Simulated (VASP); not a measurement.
# Rb (Im-3m) in VASP: further runs, part 2 of 2

VASP 6.6.1.

**3. Relaxation of cell and atoms, r2SCAN**

This run uses another cell than the first one, of 87.10 Å³/atom.

POSCAR reads:

```
Rb
1.0
   -2.7925000000      2.7925000000      2.7925000000
    2.7925000000     -2.7925000000      2.7925000000
    2.7925000000      2.7925000000     -2.7925000000
Rb
1
Direct
    0.0000000000      0.0000000000      0.0000000000
```

INCAR.step1 reads:

```
SYSTEM = Rb
PREC = Accurate ; ENCUT = 600
ISMEAR = -1 ; SIGMA = 0.05
LREAL = .False. ; LASPH = .True.
NELM = 60 ; GGA = PE
ALGO = Normal ; EDIFF = 1E-4
LWAVE = .True. ; LCHARG = .False.
```

INCAR.step2 reads:

```
SYSTEM = Rb
PREC = Accurate ; ENCUT = 600
EDIFF = 1E-6 ; ISMEAR = -1
SIGMA = 0.05 ; LREAL = .False.
LASPH = .True. ; NELM = 60
ALGO = Normal ; ISIF = 3
LWAVE = .False. ; LCHARG = .False.
METAGGA = R2SCAN ; LMIXTAU = .True.
IBRION = 2 ; NSW = 100
EDIFFG = -0.003 ; ISTART = 1
```

KPOINTS reads:

```
regular mesh
0
Gamma
  13 13 13
  0 0 0
```

Potentials or basis: VASP PAW PBE potentials, release 64 (Rb_sv).

On the command line:

```bash
$ cat potpaw_PBE.64/Rb_sv/POTCAR > POTCAR
$ cp INCAR.step1 INCAR
$ mpirun -np 1 vasp_std > vasp.out
$ cp INCAR.step2 INCAR
$ mpirun -np 1 vasp_std > vasp.out
```

OUTCAR:

```text
SYSTEM = Rb
   PREC = Accurate
   ENCUT = 600
   EDIFF = 1E-6
   ISMEAR = -1
   LREAL = .False.
   LASPH = .True.
   NELM = 60
   ISIF = 3
   METAGGA = R2SCAN
   IBRION = 2
   NSW = 100
   EDIFFG = -0.003
   ISTART = 1

 ion  position               nearest neighbor table
   1  0.000  0.000  0.000-

  LATTYP: Found a body centered cubic cell.
 ALAT       =     5.5850000000

  Lattice vectors:

 A1 = (  -2.7925000000,   2.7925000000,   2.7925000000)
 A2 = (   2.7925000000,  -2.7925000000,   2.7925000000)
 A3 = (   2.7925000000,   2.7925000000,  -2.7925000000)

Analysis of symmetry for initial positions (statically):
=====================================================================
 Subroutine PRICEL returns:
 Original cell was already a primitive cell.

 Routine SETGRP: Setting up the symmetry group for a
 body centered cubic supercell.

 Subroutine GETGRP returns: Found 48 space group operations
 (whereof 48 operations were pure point group operations)
 out of a pool of 48 trial point group operations.

The static configuration has the point symmetry O_h .

Analysis of symmetry for dynamics (positions and initial velocities):
=====================================================================
 Subroutine PRICEL returns:
 Original cell was already a primitive cell.

 Routine SETGRP: Setting up the symmetry group for a
 body centered cubic supercell.

 Subroutine GETGRP returns: Found 48 space group operations
 (whereof 48 operations were pure point group operations)
 out of a pool of 48 trial point group operations.

The dynamic configuration has the point symmetry O_h .

 Subroutine INISYM returns: Found 48 space group operations
 (whereof 48 operations are pure point group operations),
 and found     1 'primitive' translations

----------------------------------------------------------------------------------------

                                     Primitive cell

  volume of cell :      87.1043

  direct lattice vectors                    reciprocal lattice vectors
    -2.792500000  2.792500000  2.792500000     0.000000000  0.179051030  0.179051030
     2.792500000 -2.792500000  2.792500000     0.179051030  0.000000000  0.179051030
     2.792500000  2.792500000 -2.792500000     0.179051030  0.179051030  0.000000000

  length of vectors
     4.836751880  4.836751880  4.836751880     0.253216394  0.253216394  0.253216394

  position of ions in fractional coordinates (direct lattice)
     0.000000000  0.000000000  0.000000000

  ion indices of the primitive-cell ions
   primitive index   ion index
                 1           1

----------------------------------------------------------------------------------------

 KPOINTS: regular mesh

Automatic generation of k-mesh.
 Grid dimensions read from file:
 generate k-points for:   13   13   13

 Generating k-lattice:

  Cartesian coordinates                     Fractional coordinates (reciprocal lattice)
     0.000000000  0.013773156  0.013773156     0.076923077  0.000000000  0.000000000
     0.013773156  0.000000000  0.013773156     0.000000000  0.076923077  0.000000000
     0.013773156  0.013773156  0.000000000     0.000000000  0.000000000  0.076923077

  Length of vectors
     0.019478184  0.019478184  0.019478184

  Shift w.r.t. Gamma in fractional coordinates (k-lattice)
     0.000000000  0.000000000  0.000000000

 Subroutine IBZKPT returns following result:
 ===========================================

 Found     84 irreducible k-points:

 Following reciprocal coordinates:
            Coordinates               Weight
  0.000000  0.000000  0.000000      1.000000
  0.076923  0.000000  0.000000     12.000000
  0.153846  0.000000  0.000000     12.000000
  0.230769  0.000000  0.000000     12.000000
  0.307692  0.000000  0.000000     12.000000
  0.384615  0.000000  0.000000     12.000000
[... 16 lines left out ...]
  0.153846  0.076923  0.076923     24.000000
  0.230769  0.076923  0.076923     24.000000
 [... further k-points ...]
   k-points           NKPTS =     84   k-points in BZ     NKDIM =     84   number of bands    NBANDS=      8
   number of dos      NEDOS =    301   number of ions     NIONS =      1
   total plane-waves  NPLWV =  64000
   dimension x,y,z NGX =    40 NGY =   40 NGZ =   40
   dimension x,y,z NGXF=    80 NGYF=   80 NGZF=   80
   ions per type =               1
   NGX,Y,Z   is equivalent  to a cutoff of  13.75, 13.75, 13.75 a.u.
   NGXF,Y,Z  is equivalent  to a cutoff of  27.50, 27.50, 27.50 a.u.
 SYSTEM =  Rb
   PREC   = accura    normal or accurate (medium, high low for compatibility)
   ISTART =      1    job   : 0-new  1-cont  2-samecut
   ICHARG =      0    charge: 1-file 2-atom 10-const
   ISPIN  =      1    spin polarized calculation?
   LNONCOLLINEAR =      F non collinear calculations
   LSORBIT =      F    spin-orbit coupling
   LASPH  =      T    aspherical Exc in radial PAW
   ENCUT  =  600.0 eV  44.10 Ry    6.64 a.u.   9.66  9.66  9.66*2*pi/ulx,y,z
   NELM   =     60;   NELMIN=  2; NELMDL=  0     # of ELM steps
   EDIFF  = 0.1E-05   stopping-criterion for ELM
   LREAL  =      F    real-space projection
   EDIFFG = -.3E-02   stopping-criterion for IOM
   NSW    =    100    number of steps for IOM
   IBRION =      2    ionic relax: 0-MD 1-quasi-New 2-CG
   NFREE  =      1    steps in history (QN), initial steepest desc. (CG)
   ISIF   =      3    stress and relaxation
   ISYM   =      2    0-nonsym 1-usesym 2-fastsym
   POTIM  = 0.5000    time-step for ionic-motion
   TEBEG  =    0.0;   TEEND  =   0.0 temperature during run
   PSTRESS=    0.0 pullay stress
   NELECT =       9.0000    total number of electrons
   NUPDOWN=      -1.0000    fix difference up-down
   EMIN   =  10.00;   EMAX   =-10.00  energy-range for DOS
   EFERMI =   0.00;   METHOD = LEGACY
   ISMEAR =    -1;   SIGMA  =   0.05  broadening in eV -4-tet -1-fermi 0-gaus
   EFERMI_NEDOS =   21; number of points for ismear=-14 and -15
   IALGO  =     38    algorithm
   IMIX   =      4    mixing-type and parameters
     AMIX     =   0.40;   BMIX     =  1.00
     AMIX_MAG =   1.60;   BMIX_MAG =  1.00
  volume/ion in A,a.u.               =      87.10       587.81
  Fermi-wavevector in a.u.,A,eV,Ry     =   0.768203  1.451693  8.029279  0.590135
  Thomas-Fermi vector in A             =   1.868925
   LORBIT       =      0    0 simple, 1 ext, 2 COOP (PROOUT), +10 PAW based schemes
   METAGGA = R2SCAN    functional components
   LHFCALC =     F    Hartree Fock is set to
   AEXX    =    0.0000 exact exchange contribution
   IVDW    =     0    specifies the selected vdW correction
   LEPSILON=     F    determine dielectric tensor
   LRPA    =     F    only Hartree local field effects (RPA)
 conjugate gradient relaxation of ions
 non-spin polarized calculation
  energy-cutoff  :      600.00
  volume of cell :       87.10
 maximum number of plane-waves:      2934
   NGX = 19   NGY = 19   NGZ = 19

--------------------------------------- Ionic step        1  -------------------------------------------

 number of electron       9.0000000 magnetization

 Free energy of the ion-electron system (eV)
  ---------------------------------------------------
  ext. energy  EPLUGINS =         0.00000000
  ---------------------------------------------------
  free energy    TOTEN  =       -13.91633399 eV

  energy without entropy =      -13.90940058  energy(sigma->0) =      -13.91286729

------------------------ aborting loop because EDIFF is reached ----------------------------------------

  FORCE on cell =-STRESS in cart. coord.  units (eV):
  Direction    XX          YY          ZZ          XY          YZ          ZX
  --------------------------------------------------------------------------------------
  -------------------------------------------------------------------------------------
  Total        0.1432587      0.1432587      0.1432587      0.0000000      0.0000000     -0.0000000
  in kB        2.6350699      2.6350699      2.6350699      0.0000000      0.0000000     -0.0000000
  external PRESSURE =       2.6350699 kB  Pullay stress =       0.0000000 kB
[... 55 lines left out ...]
  energy  without entropy=      -13.9119158843  energy(sigma->0) =      -13.91541235

--------------------------------------- Ionic step        3  -------------------------------------------

 number of electron       9.0000000 magnetization

 E-fermi :   0.0111     XC(G=0):  -5.6336

 val. band max:       -0.0325407068   @ k =  -0.3077   0.3077   0.3077
 cond. band min:       0.0238478714   @ k =  -0.3077   0.3846   0.2308
 fundamental gap:      0.0563885782
 Fermi energy:         0.0111274895

 k-point     1 :       0.0000    0.0000    0.0000
  band No.  band energies     occupation
      1     -30.1078      2.00000
      2     -13.6002      2.00000
      3     -13.6002      2.00000
      4     -13.6002      2.00000
      5      -2.0546      2.00000
      6       4.0690      0.00000
      7       4.0690      0.00000
      8       4.0690      0.00000
[... 285 lines left out ...]
  energy  without entropy=      -13.9151055882  energy(sigma->0) =      -13.91868997

--------------------------------------- Ionic step        4  -------------------------------------------

 number of electron       9.0000000 magnetization

 Free energy of the ion-electron system (eV)
  ---------------------------------------------------
  ext. energy  EPLUGINS =         0.00000000
  ---------------------------------------------------
  free energy    TOTEN  =       -13.92230067 eV

  energy without entropy =      -13.91511499  energy(sigma->0) =      -13.91870783

 E-fermi :  -0.0005     XC(G=0):  -5.6203

 val. band max:       -0.0438385168   @ k =  -0.3077   0.3077   0.3077
 cond. band min:       0.0123887682   @ k =  -0.3077   0.3846   0.2308
 fundamental gap:      0.0562272850
 Fermi energy:        -0.0004775936

 k-point     1 :       0.0000    0.0000    0.0000
  band No.  band energies     occupation
      1     -30.1221      2.00000
      2     -13.6150      2.00000
      3     -13.6150      2.00000
      4     -13.6150      2.00000
      5      -2.0591      2.00000
      6       4.0518      0.00000
      7       4.0519      0.00000
      8       4.0519      0.00000
[... 281 lines left out ...]
  FREE ENERGIE OF THE ION-ELECTRON SYSTEM (eV)
  ---------------------------------------------------
  free  energy   TOTEN  =       -13.9223006746 eV

  energy  without entropy=      -13.9151149860  energy(sigma->0) =      -13.91870783

 reached required accuracy - stopping structural energy minimisation
```

OSZICAR.step1:

```text
N       E                     dE             d eps       ncg     rms          rms(c)
DAV:   1     0.489296871169E+02    0.48930E+02   -0.35688E+03  1344   0.913E+02
DAV:   2     0.170849467491E+01   -0.47221E+02   -0.46367E+02  1528   0.141E+02
DAV:   3    -0.861654739010E+00   -0.25701E+01   -0.25683E+01  1784   0.400E+01
DAV:   4    -0.936670855936E+00   -0.75016E-01   -0.74908E-01  2272   0.554E+00
DAV:   5    -0.937076920794E+00   -0.40606E-03   -0.40606E-03  2008   0.314E-01    0.130E+00
DAV:   6    -0.937394771376E+00   -0.31785E-03   -0.18974E-03  2248   0.294E-01    0.785E-01
DAV:   7    -0.938201851958E+00   -0.80708E-03   -0.35131E-03  1752   0.409E-01    0.478E-02
DAV:   8    -0.938307414563E+00   -0.10556E-03   -0.12455E-04  1808   0.111E-01    0.167E-02
DAV:   9    -0.938316913060E+00   -0.94985E-05   -0.75961E-06  1032   0.265E-02
   1 F= -.93831691E+00 E0= -.93463921E+00  d E =-.735541E-02
```

Run time: 7.2 min. Hardware: 1 thread of Intel Xeon 6975P-C (Granite Rapids), shared host; peak memory 0.3 GiB.

Results:

- Free energy: -13.9223 eV
- Relaxed volume: 94.85 Å³/atom
- Relaxed cell: a = 4.976 Å, b = 4.976 Å, c = 4.976 Å, α = 109.47°, β = 109.47°, γ = 109.47°
- Space group after relaxing (to 0.1 Å): Im-3m (No. 229)
- Energy gained by relaxing: 6.0 meV/atom
- Ionic steps: 4
- Pressure after relaxing: 0.0 GPa
- Band gap on the k mesh: zero (an odd number of electrons rules out a gap without spin polarisation)

Step by step:
| step | energy change (eV) | largest force (eV/Å) | pressure (GPa) | volume (Å³) |
| --- | --- | --- | --- | --- |
| 1 | 0.0000 | 0.0000 | 0.26 | 87.10 |
| 2 | -0.0026 | 0.0000 | 0.19 | 88.92 |
| 3 | -0.0059 | 0.0000 | 0.02 | 94.34 |
| 4 | -0.0060 | 0.0000 | 0.00 | 94.85 |

Final structure:
```yaml
crystal:
  lattice:
    - [-2.87289, 2.87289, 2.87289]
    - [2.87289, -2.87289, 2.87289]
    - [2.87289, 2.87289, -2.87289]
  atoms:
    - { symbol: Rb, position: [0.00000, 0.00000, 0.00000] }
```

Levels at points of the mesh, in eV from the Fermi level:
```csv
k point,band 1,band 2,band 3,band 4,band 5,band 6,band 7,band 8
"(0.00, 0.00, 0.00)",-30.12,-13.61,-13.61,-13.61,-2.06,4.05,4.05,4.05
```

Caveat: the PAW data sets were made with another functional, which shifts forces and pressure a little. Zero-point motion and thermal expansion aren't in these numbers.
